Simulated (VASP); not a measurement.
Ca, 1 atom in the cell. It takes space group Fm-3m (No. 225, cubic). The conventional cell has a = 5.588 Å, b = 5.588 Å, c = 5.588 Å, α = 90.00°, β = 90.00°, γ = 90.00°. Ca (site symmetry m-3m) has 12 Ca at 3.95 Å within 5.2 Å. 

```yaml
Program: VASP 6.6.1
Task: single point
Functional: revPBE
Dispersion: D3(BJ)
Potentials_or_basis: VASP PAW PBE potentials, release 64 (Ca_sv)
Cutoff: 520 eV
k_mesh: 6 × 6 × 6
Occupations: gaussian, width 0.15 eV
Spin: non-collinear spin, zero start, spin-orbit coupling
Starting_moments: "[[0.0, 0.0, 0.0]] μB"
Dipole_correction: no
Further_INCAR_settings: ALGO = Normal; EDIFF = 1e-06; NBANDS = 21
```

Potentials or basis: VASP PAW PBE potentials, release 64 (Ca_sv).

Launch:

```console
$ cat potpaw_PBE.64/Ca_sv/POTCAR > POTCAR
$ mpirun -np 1 vasp_ncl > vasp.out
```

Hardware: 1 thread of Intel(R) Xeon(R) 6975P-C (Granite Rapids), with other jobs on the host.

Estimate the wall time of this run.

Run time: 21 s on 1 thread of Intel(R) Xeon(R) 6975P-C (Granite Rapids), with other jobs on the host, peak memory 0.27 GiB. Counts: scf iterations 12, k points 16.
